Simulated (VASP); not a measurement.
# C (Fd-3m) in VASP: further runs

C is run at these levels: PBEsol; tasks: single point.

Everything below comes from runs of VASP 6.6.1. Logs are shortened: lines on timing, memory, paths and dates and some standing lists are left out, and cuts for length are marked.

## (1) The cell of the first run

It takes space group Fd-3m (No. 227, cubic). The conventional cell has a = 3.456 Å, b = 3.456 Å, c = 3.456 Å, α = 90.00°, β = 90.00°, γ = 90.00°. Within 2.0 Å of C (site symmetry -43m) lie 4 C at 1.50 Å.

## (2) Single point, PBEsol (volume scaled by 0.92)

INCAR reads:

```
SYSTEM = C
PREC = Accurate
ENCUT = 520
EDIFF = 1E-6
ISMEAR = -1
SIGMA = 0.05
LREAL = .FALSE.
LASPH = .TRUE.
NELM = 100
ALGO = Normal
ISIF = 2
LWAVE = .FALSE.
LCHARG = .FALSE.
GGA = PS
NBANDS = 11
```

KPOINTS reads:

```
regular mesh
0
G
  13 13 13
  0 0 0
```

POSCAR reads:

```
C
1.0
    0.0000000000      1.7282155694      1.7282155694
    1.7282155694      0.0000000000      1.7282155694
    1.7282155694      1.7282155694      0.0000000000
C
2
Direct
    0.5000000000      0.5000000000      0.5000000000
    0.7500000000      0.7500000000      0.7500000000
```

Potentials or basis: VASP PAW PBE potentials, release 64 (C).

The run is started by

```sh
> cat potpaw_PBE.64/C/POTCAR > POTCAR
> mpirun -np 1 vasp_std > vasp.out
```

OUTCAR:

```text
SYSTEM = C
   PREC = Accurate
   ENCUT = 520
   EDIFF = 1E-6
   ISMEAR = -1
   LREAL = .FALSE.
   LASPH = .TRUE.
   NELM = 100
   ISIF = 2
   GGA = PS

 ion  position               nearest neighbor table
   1  0.500  0.500  0.500-   2 1.50   2 1.50   2 1.50   2 1.50
   2  0.750  0.750  0.750-   1 1.50   1 1.50   1 1.50   1 1.50

  LATTYP: Found a face centered cubic cell.
 ALAT       =     3.4564311388

  Lattice vectors:

 A1 = (   0.0000000000,   1.7282155694,   1.7282155694)
 A2 = (   1.7282155694,   0.0000000000,   1.7282155694)
 A3 = (   1.7282155694,   1.7282155694,   0.0000000000)

Analysis of symmetry for initial positions (statically):
=====================================================================
 Subroutine PRICEL returns:
 Original cell was already a primitive cell.

 Routine SETGRP: Setting up the symmetry group for a
 face centered cubic supercell.

 Subroutine GETGRP returns: Found 48 space group operations
 (whereof 24 operations were pure point group operations)
 out of a pool of 48 trial point group operations.

The static configuration has the point symmetry T_d .
 The point group associated with its full space group is O_h .

Analysis of symmetry for dynamics (positions and initial velocities):
=====================================================================
 Subroutine PRICEL returns:
 Original cell was already a primitive cell.

 Routine SETGRP: Setting up the symmetry group for a
 face centered cubic supercell.

 Subroutine GETGRP returns: Found 48 space group operations
 (whereof 24 operations were pure point group operations)
 out of a pool of 48 trial point group operations.

The dynamic configuration has the point symmetry T_d .
 The point group associated with its full space group is O_h .

 Subroutine INISYM returns: Found 48 space group operations
 (whereof 24 operations are pure point group operations),
 and found     1 'primitive' translations

----------------------------------------------------------------------------------------

                                     Primitive cell

  volume of cell :      10.3234

  direct lattice vectors                    reciprocal lattice vectors
     0.000000000  1.728215569  1.728215569    -0.289315759  0.289315759  0.289315759
     1.728215569  0.000000000  1.728215569     0.289315759 -0.289315759  0.289315759
     1.728215569  1.728215569  0.000000000     0.289315759  0.289315759 -0.289315759

  length of vectors
     2.444065897  2.444065897  2.444065897     0.501109595  0.501109595  0.501109595

  position of ions in fractional coordinates (direct lattice)
     0.500000000  0.500000000  0.500000000
     0.750000000  0.750000000  0.750000000

  ion indices of the primitive-cell ions
   primitive index   ion index
                 1           1
                 2           2

----------------------------------------------------------------------------------------

 KPOINTS: regular mesh

Automatic generation of k-mesh.
 Grid dimensions read from file:
 generate k-points for:   13   13   13

 Generating k-lattice:

  Cartesian coordinates                     Fractional coordinates (reciprocal lattice)
    -0.022255058  0.022255058  0.022255058     0.076923077  0.000000000  0.000000000
     0.022255058 -0.022255058  0.022255058     0.000000000  0.076923077  0.000000000
     0.022255058  0.022255058 -0.022255058     0.000000000  0.000000000  0.076923077

  Length of vectors
     0.038546892  0.038546892  0.038546892

  Shift w.r.t. Gamma in fractional coordinates (k-lattice)
     0.000000000  0.000000000  0.000000000

 Subroutine IBZKPT returns following result:
 ===========================================

 Found     84 irreducible k-points:

 Following reciprocal coordinates:
            Coordinates               Weight
  0.000000  0.000000  0.000000      1.000000
  0.076923  0.000000  0.000000      8.000000
  0.153846  0.000000  0.000000      8.000000
  0.230769  0.000000  0.000000      8.000000
  0.307692  0.000000  0.000000      8.000000
  0.384615  0.000000  0.000000      8.000000
[... 16 lines left out ...]
  0.384615  0.153846  0.000000     24.000000
  0.461538  0.153846  0.000000     24.000000
 [... further k-points ...]
   k-points           NKPTS =     84   k-points in BZ     NKDIM =     84   number of bands    NBANDS=     11
   number of dos      NEDOS =    301   number of ions     NIONS =      2
   total plane-waves  NPLWV =   5832
   dimension x,y,z NGX =    18 NGY =   18 NGZ =   18
   dimension x,y,z NGXF=    36 NGYF=   36 NGZF=   36
   ions per type =               2
   NGX,Y,Z   is equivalent  to a cutoff of  12.24, 12.24, 12.24 a.u.
   NGXF,Y,Z  is equivalent  to a cutoff of  24.49, 24.49, 24.49 a.u.
 SYSTEM =  C
   PREC   = accura    normal or accurate (medium, high low for compatibility)
   ISTART =      0    job   : 0-new  1-cont  2-samecut
   ICHARG =      2    charge: 1-file 2-atom 10-const
   ISPIN  =      1    spin polarized calculation?
   LNONCOLLINEAR =      F non collinear calculations
   LSORBIT =      F    spin-orbit coupling
   LASPH  =      T    aspherical Exc in radial PAW
   ENCUT  =  520.0 eV  38.22 Ry    6.18 a.u.   4.54  4.54  4.54*2*pi/ulx,y,z
   NELM   =    100;   NELMIN=  2; NELMDL= -5     # of ELM steps
   EDIFF  = 0.1E-05   stopping-criterion for ELM
   LREAL  =      F    real-space projection
   EDIFFG = 0.1E-04   stopping-criterion for IOM
   NSW    =      0    number of steps for IOM
   IBRION =     -1    ionic relax: 0-MD 1-quasi-New 2-CG
   NFREE  =      0    steps in history (QN), initial steepest desc. (CG)
   ISIF   =      2    stress and relaxation
   ISYM   =      2    0-nonsym 1-usesym 2-fastsym
   POTIM  = 0.5000    time-step for ionic-motion
   TEBEG  =    0.0;   TEEND  =   0.0 temperature during run
   PSTRESS=    0.0 pullay stress
   NELECT =       8.0000    total number of electrons
   NUPDOWN=      -1.0000    fix difference up-down
   EMIN   =  10.00;   EMAX   =-10.00  energy-range for DOS
   EFERMI =   0.00;   METHOD = LEGACY
   ISMEAR =    -1;   SIGMA  =   0.05  broadening in eV -4-tet -1-fermi 0-gaus
   EFERMI_NEDOS =   21; number of points for ismear=-14 and -15
   IALGO  =     38    algorithm
   IMIX   =      4    mixing-type and parameters
     AMIX     =   0.40;   BMIX     =  1.00
     AMIX_MAG =   1.60;   BMIX_MAG =  1.00
  volume/ion in A,a.u.               =       5.16        34.83
  Fermi-wavevector in a.u.,A,eV,Ry     =   1.503708  2.841597 30.764657  2.261138
  Thomas-Fermi vector in A             =   2.614783
   LORBIT       =      0    0 simple, 1 ext, 2 COOP (PROOUT), +10 PAW based schemes
   GGA     = PS    functional components
   LHFCALC =     F    Hartree Fock is set to
   AEXX    =    0.0000 exact exchange contribution
   IVDW    =     0    specifies the selected vdW correction
   LEPSILON=     F    determine dielectric tensor
   LRPA    =     F    only Hartree local field effects (RPA)
 non-spin polarized calculation
  energy-cutoff  :      520.00
  volume of cell :       10.32
 maximum number of plane-waves:       291
   NGX =  9   NGY =  9   NGZ =  9

 number of electron       7.9999998 magnetization

 Free energy of the ion-electron system (eV)
  ---------------------------------------------------
  ext. energy  EPLUGINS =         0.00000000
  ---------------------------------------------------
  free energy    TOTEN  =       -19.12647746 eV

  energy without entropy =      -19.12647746  energy(sigma->0) =      -19.12647746

 E-fermi :  12.0835     XC(G=0): -13.9032

 val. band max:       11.1206776466   @ k =   0.0000   0.0000   0.0000
 cond. band min:      15.3444328322   @ k =   0.3846   0.3846   0.0000
 fundamental gap:      4.2237551856
 Fermi energy:        12.0834916293

 k-point     1 :       0.0000    0.0000    0.0000
  band No.  band energies     occupation
      1     -11.7101      2.00000
      2      11.1207      2.00000
      3      11.1207      2.00000
      4      11.1207      2.00000
      5      16.9204      0.00000
      6      16.9204      0.00000
      7      16.9204      0.00000
      8      26.7001      0.00000
      9      31.3436      0.00000
     10      38.6622      0.00000
     11      38.6622      0.00000

 k-point     2 :       0.0769    0.0000    0.0000
  band No.  band energies     occupation
      1     -11.5351      2.00000
      2       9.9604      2.00000
      3      10.8082      2.00000
      4      10.8082      2.00000
      5      17.3286      0.00000
      6      17.3286      0.00000
      7      17.6568      0.00000
      8      26.7626      0.00000
      9      31.6321      0.00000
     10      36.4314      0.00000
     11      36.4314      0.00000

 k-point     3 :       0.1538    0.0000    0.0000
  band No.  band energies     occupation
      1     -11.0115      2.00000
      2       7.5193      2.00000
      3      10.1122      2.00000
      4      10.1122      2.00000
      5      18.2398      0.00000
      6      18.2398      0.00000
      7      18.9009      0.00000
      8      26.9349      0.00000
      9      32.2728      0.00000
     10      34.7205      0.00000
     11      34.7205      0.00000

 k-point     4 :       0.2308    0.0000    0.0000
  band No.  band energies     occupation
      1     -10.1443      2.00000
      2       4.7349      2.00000
      3       9.3675      2.00000
      4       9.3675      2.00000
      5      19.1334      0.00000
      6      19.1334      0.00000
      7      19.9178      0.00000
      8      27.1631      0.00000
      9      32.7876      0.00000
     10      34.0962      0.00000
     11      34.0962      0.00000
[... 239 lines left out ...]
 k-point    22 :       0.3077    0.1538    0.0000
  band No.  band energies     occupation
      1      -9.1692      2.00000
      2       4.0653      2.00000
      3       7.1734      2.00000
      4       7.9708      2.00000
      5      17.3427      0.00000
      6      22.2569      0.00000
      7      22.3408      0.00000
      8      23.9054      0.00000
      9      33.2645      0.00000
     10      33.7623      0.00000
     11      38.7066      0.00000

 k-point    23 :       0.3846    0.1538    0.0000
  band No.  band energies     occupation
      1      -7.8720      2.00000
      2       1.4728      2.00000
      3       6.8574      2.00000
      4       7.1273      2.00000
      5      18.0360      0.00000
      6      22.4921      0.00000
      7      22.8698      0.00000
      8      24.4872      0.00000
      9      33.3517      0.00000
     10      34.6770      0.00000
     11      39.2224      0.00000

 k-point    24 :       0.4615    0.1538    0.0000
  band No.  band energies     occupation
      1      -6.2984      2.00000
      2      -0.9636      2.00000
      3       6.3610      2.00000
      4       6.8226      2.00000
      5      18.4448      0.00000
      6      22.3019      0.00000
      7      23.1925      0.00000
      8      25.8393      0.00000
      9      32.6927      0.00000
     10      36.1109      0.00000
     11      39.4406      0.00000

 [... further k-points ...]
[... 5 lines left out ...]
  --------------------------------------------------------------------------------------
  -------------------------------------------------------------------------------------
  Total        2.9115994      2.9115994      2.9115994     -0.0000000     -0.0000000     -0.0000000
  in kB      451.8751533    451.8751533    451.8751533     -0.0000000     -0.0000000     -0.0000000
  external PRESSURE =     451.8751533 kB  Pullay stress =       0.0000000 kB

 VOLUME and BASIS-vectors are now :
 -----------------------------------------------------------------------------
  energy-cutoff  :      520.00
  volume of cell :       10.32
      direct lattice vectors                 reciprocal lattice vectors
     0.000000000  1.728215569  1.728215569    -0.289315759  0.289315759  0.289315759
     1.728215569  0.000000000  1.728215569     0.289315759 -0.289315759  0.289315759
     1.728215569  1.728215569  0.000000000     0.289315759  0.289315759 -0.289315759

 POSITION                                       TOTAL-FORCE (eV/Angst)
 -----------------------------------------------------------------------------------
      1.72822      1.72822      1.72822         0.000000      0.000000     -0.000000
      2.59232      2.59232      2.59232        -0.000000     -0.000000      0.000000
 -----------------------------------------------------------------------------------
    total drift:                                0.000000     -0.000000      0.000000

  FREE ENERGIE OF THE ION-ELECTRON SYSTEM (eV)
  ---------------------------------------------------
  free  energy   TOTEN  =       -19.1264774585 eV

  energy  without entropy=      -19.1264774584  energy(sigma->0) =      -19.12647746
```

It took 15 s on 1 thread of AMD EPYC 7R43 (Zen 3), shared host; peak memory 0.07 GiB.

What came out:

| Property | Result |
| --- | --- |
| Free energy | -19.1265 eV |
| Pressure | 45.2 GPa |
| Band gap on the k mesh | 4.22 eV, indirect (least direct gap 5.80 eV) |

Caveat: the PAW data sets were made with another functional, which shifts forces and pressure a little.

## (3) Single point, PBEsol (volume scaled by 0.96)

INCAR reads:

```
PREC = Accurate
ENCUT = 520
EDIFF = 1E-6
ISMEAR = -1
SIGMA = 0.05
LREAL = F
LASPH = T
NELM = 80
ALGO = Normal
ISIF = 2
LWAVE = F
LCHARG = F
GGA = PS
NBANDS = 11
```

KPOINTS reads:

```
regular mesh
0
Gamma
  13 13 13
```

POSCAR reads:

```
C
1.0
    0.0000000000      1.7529076993      1.7529076993
    1.7529076993      0.0000000000      1.7529076993
    1.7529076993      1.7529076993      0.0000000000
C
2
Direct
    0.5000000000      0.5000000000      0.5000000000
    0.7500000000      0.7500000000      0.7500000000
```

Potentials or basis: VASP PAW PBE potentials, release 64 (C).

The run is started by

```sh
> cat potpaw_PBE.64/C/POTCAR > POTCAR
> mpirun -np 1 vasp_std > vasp.out
```

Wall time 17 s (1 thread of AMD EPYC 7R43 (Zen 3), shared host); peak memory 0.08 GiB.

Results (log left out):

```
Free energy            : -19.2189 eV
Pressure               : 21.1 GPa
Band gap on the k mesh : 4.13 eV, indirect (least direct gap 5.68 eV)
```

Levels at points of the mesh, in eV from the valence-band top:
```csv
k point,band 2,band 3,band 4,band 5,band 6,band 7
"(0.00, 0.00, 0.00)",0.00,0.00,0.00,5.68,5.68,5.68
```

Caveat: the PAW data sets were made with another functional, which shifts forces and pressure a little.

(Part 1 of 2 ends here.)
